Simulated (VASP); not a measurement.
Wanted: the native input for a VASP 6.6.1 run.

* Task: G0W0 quasiparticle levels
* Functional: PBE
* Potentials or basis: VASP PAW PBE potentials, release 64 (Pb_d_GW, S_GW)
* Cutoff: 500 eV
* k mesh: 6 × 6 × 6
* Occupations: gaussian, width 0.01 eV
* Spin: no spin polarisation
* Dipole correction: no
* GW scheme: G0W0
* GW iterations: 1
* Cutoff of the response function: 80
* Frequency points: 96
* Empty bands: 85
* Further INCAR settings: ALGO = EVGW0; EDIFF = 1e-08; NBANDS = 96

PbS:

```
CELL_PARAMETERS angstrom
0.00000 2.97057 2.97057
2.97057 0.00000 2.97057
2.97057 2.97057 0.00000
ATOMIC_POSITIONS crystal
Pb 0.00000 0.00000 0.00000
S 0.50000 0.50000 0.50000
```

The input as run:

POSCAR

```
PbS
1.0
    0.0000000000      2.9705683269      2.9705683269
    2.9705683269      0.0000000000      2.9705683269
    2.9705683269      2.9705683269      0.0000000000
Pb S
1 1
Direct
    0.0000000000      0.0000000000      0.0000000000
    0.5000000000      0.5000000000      0.5000000000
```

INCAR.step1

```
PREC = Accurate ; ENCUT = 500
EDIFF = 1E-8 ; ISMEAR = 0
SIGMA = 0.01 ; LREAL = F
LASPH = T ; NELM = 60
ALGO = Normal ; LWAVE = T
LCHARG = F ; GGA = PE
```

INCAR.step2

```
PREC = Accurate ; ENCUT = 500
EDIFF = 1E-8 ; ISMEAR = 0
SIGMA = 0.01 ; LREAL = F
LASPH = T ; NELM = 1
ALGO = Exact ; LWAVE = T
LCHARG = F ; GGA = PE
NBANDS = 96 ; LOPTICS = T
ISTART = 1
```

INCAR.step3

```
PREC = Accurate ; ENCUT = 500
EDIFF = 1E-8 ; ISMEAR = 0
SIGMA = 0.01 ; LREAL = F
LASPH = T ; ALGO = EVGW0
LWAVE = F ; LCHARG = F
GGA = PE ; NELMGW = 1
NBANDS = 96 ; ENCUTGW = 80.0
NOMEGA = 96 ; PRECFOCK = Fast
ISTART = 1 ; NBANDSGW = 19
OMEGAMAX = 30
```

KPOINTS

```
regular mesh
0
Gamma
  6 6 6
```

Potentials or basis: VASP PAW PBE potentials, release 64 (Pb_d_GW, S_GW).

The run is started by

```bash
$ cat potpaw_PBE.64/Pb_d_GW/POTCAR potpaw_PBE.64/S_GW/POTCAR > POTCAR
$ cp INCAR.step1 INCAR
$ mpirun -np 1 vasp_std > vasp.out
$ cp INCAR.step2 INCAR
$ mpirun -np 1 vasp_std > vasp.out
$ cp INCAR.step3 INCAR
$ mpirun -np 1 vasp_std > vasp.out
```

It gave:

| Quantity | Value |
| --- | --- |
| Quasiparticle gap | 0.63 eV |
| Least direct quasiparticle gap | 0.63 eV |
| Band gap of the starting levels on the mesh | 0.38 eV |
| Least direct gap of the starting levels on the mesh | 0.38 eV |

Caveat: bands, screening cutoff and mesh are small and nothing is extrapolated, so the quasiparticle values aren't converged; spin-orbit coupling is left out, which moves the levels of the heavy elements.

It took 19 min on 1 thread of Intel(R) Xeon(R) Platinum 8559C (Emerald Rapids), with other jobs on the host, peak memory 0.84 GiB.
